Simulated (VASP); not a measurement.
# Mg (P6_3/mmc) in VASP: a series of runs, part 2 of 2

VASP 6.6.1. Earlier steps stand in the parts before.

## (3) Single point, PBE (22.02 Å³/atom)

This run uses another cell than the first one, of 22.02 Å³/atom.

INCAR reads:

```
PREC = Accurate
ENCUT = 520
EDIFF = 1E-6
ISMEAR = -1
SIGMA = 0.1
LREAL = F
LASPH = T
NELM = 80
ALGO = Normal
ISIF = 2
LWAVE = F
LCHARG = F
GGA = PE
NBANDS = 9
```

KPOINTS reads:

```
Automatic mesh
0
Gamma
  19 19 10
```

POSCAR reads:

```
Mg
1.0
    3.1521265747      0.0000000000      0.0000000000
   -1.5760632873      2.7298216896      0.0000000000
    0.0000000000      0.0000000000      5.1178286121
Mg
2
Direct
    0.3333333333      0.6666666667      0.2500000000
    0.6666666667      0.3333333333      0.7500000000
```

Potentials or basis: VASP PAW PBE potentials, release 64 (Mg).

Started as:

```sh
$ cat potpaw_PBE.64/Mg/POTCAR > POTCAR
$ mpirun -np 1 vasp_std > vasp.out
```

Wall time 59 s (1 thread of Intel Xeon 8259CL, shared host); peak memory 0.23 GiB.

Results (log left out):

```
Free energy            : -3.0165 eV
Pressure               : 1.5 GPa
Band gap on the k mesh : zero (bands 2 and 3 overlap by 2.19 eV)
```

Levels at points of the mesh, in eV from the Fermi level:
| k point | band 1 | band 2 | band 3 | band 4 | band 5 |
| --- | --- | --- | --- | --- | --- |
| (0.00, 0.00, 0.00) | -7.11 | -1.75 | -1.24 | 11.18 | 11.18 |
| (0.00, 0.00, 0.50) | -5.68 | -5.68 | 5.16 | 5.16 | 11.93 |

## (4) Single point, PBE

This run uses another cell than the first one, of 22.94 Å³/atom.

INCAR reads:

```
  PREC = Accurate
  ENCUT = 520
  EDIFF = 1E-6
  ISMEAR = -1
  SIGMA = 0.1
  LREAL = F
  LASPH = T
  NELM = 100
  ALGO = Normal
  ISIF = 2
  LWAVE = F
  LCHARG = F
  GGA = PE
  NBANDS = 9
```

KPOINTS reads:

```
regular mesh
0
Gamma
  19 19 10
```

POSCAR reads:

```
Mg
1.0
    3.1953117571      0.0000000000      0.0000000000
   -1.5976558785      2.7672211547      0.0000000000
    0.0000000000      0.0000000000      5.1879445662
Mg
2
Direct
    0.3333333333      0.6666666667      0.2500000000
    0.6666666667      0.3333333333      0.7500000000
```

Potentials or basis: VASP PAW PBE potentials, release 64 (Mg).

Started as:

```sh
$ cat potpaw_PBE.64/Mg/POTCAR > POTCAR
$ mpirun -np 1 vasp_std > vasp.out
```

OUTCAR:

```text
PREC = Accurate
   ENCUT = 520
   EDIFF = 1E-6
   ISMEAR = -1
   LREAL = F
   LASPH = T
   NELM = 100
   ISIF = 2
   GGA = PE

 ion  position               nearest neighbor table
   1  0.333  0.667  0.250-   2 3.18   2 3.18   2 3.18   2 3.18   2 3.18   2 3.18
   2  0.667  0.333  0.750-   1 3.18   1 3.18   1 3.18   1 3.18   1 3.18   1 3.18

  LATTYP: Found a hexagonal cell.
 ALAT       =     3.1953117571
 C/A-ratio  =     1.6236113909

  Lattice vectors:

 A1 = (   3.1953117571,   0.0000000000,   0.0000000000)
 A2 = (  -1.5976558785,   2.7672211547,   0.0000000000)
 A3 = (   0.0000000000,   0.0000000000,   5.1879445662)

Analysis of symmetry for initial positions (statically):
=====================================================================
 Subroutine PRICEL returns:
 Original cell was already a primitive cell.

 Routine SETGRP: Setting up the symmetry group for a
 hexagonal supercell.

 Subroutine GETGRP returns: Found 24 space group operations
 (whereof 12 operations were pure point group operations)
 out of a pool of 24 trial point group operations.

The static configuration has the point symmetry D_3d.
[... 168 lines left out ...]
 Fermi energy:         2.6410810437

 k-point     1 :       0.0000    0.0000    0.0000
  band No.  band energies     occupation
      1      -4.2973      2.00000
      2       0.9529      2.00000
      3       1.3961      1.99999
      4      13.5830      0.00000
      5      13.5830      0.00000
      6      13.6988      0.00000
      7      13.6988      0.00000
      8      14.4738      0.00000
      9      16.0706      0.00000
[... 265 lines left out ...]
 k-point    24 :       0.3158    0.1053    0.0000
  band No.  band energies     occupation
      1      -1.4999      2.00000
      2       3.1666      0.01038
      3       3.5506      0.00022
      4       4.4641      0.00000
      5       7.2730      0.00000
      6       8.3386      0.00000
      7       9.4333      0.00000
      8      12.1969      0.00000
      9      13.0478      0.00000

 [... further k-points ...]

------------------------ aborting loop because EDIFF is reached ----------------------------------------

  FORCE on cell =-STRESS in cart. coord.  units (eV):
  Direction    XX          YY          ZZ          XY          YZ          ZX
  --------------------------------------------------------------------------------------
  -------------------------------------------------------------------------------------
  Total       -0.0175253     -0.0175253     -0.0151251     -0.0000000      0.0000000     -0.0000000
  in kB       -0.6121008     -0.6121008     -0.5282721     -0.0000000      0.0000000     -0.0000000
  external PRESSURE =      -0.5841579 kB  Pullay stress =       0.0000000 kB

 VOLUME and BASIS-vectors are now :
 -----------------------------------------------------------------------------
  energy-cutoff  :      520.00
  volume of cell :       45.87
      direct lattice vectors                 reciprocal lattice vectors
     3.195311757  0.000000000  0.000000000     0.312958508  0.180686679  0.000000000
    -1.597655878  2.767221155  0.000000000     0.000000000  0.361373358  0.000000000
     0.000000000  0.000000000  5.187944566     0.000000000  0.000000000  0.192754565

 POSITION                                       TOTAL-FORCE (eV/Angst)
 -----------------------------------------------------------------------------------
     -0.00000      1.84481      1.29699         0.000000     -0.000000      0.000000
      1.59766      0.92241      3.89096        -0.000000      0.000000      0.000000
 -----------------------------------------------------------------------------------
    total drift:                                0.000000     -0.000000      0.000000

  FREE ENERGIE OF THE ION-ELECTRON SYSTEM (eV)
  ---------------------------------------------------
  free  energy   TOTEN  =        -3.0247410017 eV

  energy  without entropy=       -2.9955920424  energy(sigma->0) =       -3.01016652
```

Run time: 66 s. Hardware: 1 thread of Intel Xeon 8259CL, shared host; peak memory 0.23 GiB.

Results:

```yaml
Free_energy: -3.0247 eV
Pressure: -0.1 GPa
Band_gap_on_the_k_mesh: zero (bands 2 and 3 overlap by 2.19 eV)
```

## (5) Single point, PBE (22.94 Å³/atom)

This run uses another cell than the first one, of 22.94 Å³/atom.

INCAR reads:

```
SYSTEM = Mg
  PREC = Accurate
  ENCUT = 520
  EDIFF = 1E-7
  ISMEAR = -1
  SIGMA = 0.1
  LREAL = .False.
  LASPH = .True.
  NELM = 100
  ALGO = Normal
  ISIF = 2
  LWAVE = .False.
  LCHARG = .True.
  GGA = PE
  LELF = .True.
  LVHAR = .True.
  NBANDS = 9
```

KPOINTS reads:

```
regular mesh
0
Gamma
  19 19 10
  0 0 0
```

POSCAR is that of step 4.

Started as:

```sh
$ cat potpaw_PBE.64/Mg/POTCAR > POTCAR
$ mpirun -np 1 vasp_std > vasp.out
```

Run time: 82 s. Hardware: 1 thread of Intel Xeon 8259CL, shared host; peak memory 0.23 GiB.

The run converged. Its results:

```
Free energy            : -3.0247 eV
Pressure               : -0.1 GPa
Band gap on the k mesh : zero (bands 2 and 3 overlap by 2.19 eV)
```

Levels at points of the mesh, in eV from the Fermi level:
```csv
k point,band 1,band 2,band 3,band 4,band 5,band 6,band 7
"(0.00, 0.00, 0.00)",-6.94,-1.69,-1.24,10.94,10.94,11.06,11.06
"(0.00, 0.00, 0.50)",-5.55,-5.55,5.03,5.03,11.69,11.69,11.69
```

## (6) The runs side by side

| cell | gap on the mesh (eV) | pressure (GPa) |
| --- | --- | --- |
| a = 3.108, b = 3.108, c = 5.046 Å, angles 90.0, 90.0, 120.0°, 2 atoms | none | 3.5 |
| a = 3.152, b = 3.152, c = 5.118 Å, angles 90.0, 90.0, 120.0°, 2 atoms | none | 1.5 |
| a = 3.195, b = 3.195, c = 5.188 Å, angles 90.0, 90.0, 120.0°, 2 atoms | none | -0.1 |

Alike in all rows: task single point; level PBE; potentials or basis VASP PAW PBE potentials, release 64 (Mg); no spin polarisation; k mesh 19 × 19 × 10; cutoff (eV) 520; smearing fermi-dirac 0.1 eV.

Caveats: the cell stands under pressure (at least some runs).

Total energies depend on the potentials used, so only differences within one code and one set of settings carry meaning.
